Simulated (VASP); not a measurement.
**ZnSe: single point with PBEsol**

Crystal: ZnSe.

```
CELL_PARAMETERS angstrom
4.08781 0.00000 0.00000
0.00000 4.08781 0.00000
0.00000 0.00000 5.61335
ATOMIC_POSITIONS crystal
Zn 0.00000 0.00000 0.00000
Zn 0.50000 0.50000 0.00000
Se 0.00000 0.50000 0.32243
Se 0.50000 0.00000 0.67757
```

This cell differs from its parent crystal: atoms shifted along a free coordinate.

| Item | Value |
| --- | --- |
| Program | VASP 6.6.1 |
| Task | single point |
| Functional | PBEsol |
| Potentials or basis | VASP PAW PBE potentials, release 64 (Zn, Se) |
| Cutoff | 520 eV |
| k mesh | 8 × 8 × 6 |
| Occupations | gaussian, width 0.05 eV |
| Spin | no spin polarisation |
| Dipole correction | no |
| Further INCAR settings | ALGO = Normal; EDIFF = 1e-06; NBANDS = 26 |

* Pressure: -9.1 GPa
* Largest force: 2.502 eV/Å
* Band gap on the k mesh: 0.49 eV

Forces on the atoms (eV/Å):
```
Zn   0.000  0.000  0.000
Zn   0.000  0.000  0.000
Se   0.000  0.000 -2.502
Se   0.000  0.000  2.502
```

Stress tensor (GPa, compression positive):
```
 -6.43   0.00   0.00
  0.00  -6.43   0.00
  0.00   0.00 -14.48
```

Levels at points of the mesh, in eV from the valence-band top:
| k point | band 14 | band 15 | band 16 | band 17 | band 18 | band 19 | band 20 | band 21 | band 22 | band 23 |
| --- | --- | --- | --- | --- | --- | --- | --- | --- | --- | --- |
| (0.00, 0.00, 0.00) | -2.31 | -2.31 | -1.35 | 0.00 | 0.00 | 0.49 | 1.75 | 3.24 | 4.02 | 4.02 |
| (0.50, 0.00, 0.00) | -4.39 | -2.94 | -2.94 | -0.99 | -0.99 | 2.95 | 2.95 | 4.05 | 4.05 | 6.01 |
| (0.50, 0.50, 0.00) | -4.47 | -2.51 | -2.51 | -1.78 | -1.78 | 1.22 | 1.22 | 1.59 | 1.59 | 8.63 |
| (0.00, 0.00, 0.50) | -2.20 | -1.39 | -1.39 | -1.35 | -1.35 | 2.08 | 2.89 | 2.99 | 4.33 | 4.92 |
| (0.50, 0.00, 0.50) | -5.39 | -1.01 | -1.01 | -0.90 | -0.90 | 1.10 | 1.10 | 5.08 | 5.08 | 5.18 |
| (0.50, 0.50, 0.50) | -3.72 | -3.53 | -3.53 | -3.12 | -3.12 | 3.42 | 3.42 | 3.64 | 3.64 | 7.02 |

It took 2.6 min on 1 thread of AMD EPYC 7R13, with other jobs on the host, peak memory 0.23 GiB.

Caveat: the cell differs from its parent crystal (atoms shifted along a free coordinate); the cell stands under tension; the PAW data sets were made with another functional, which shifts forces and pressure a little. A k mesh can miss the band edges.
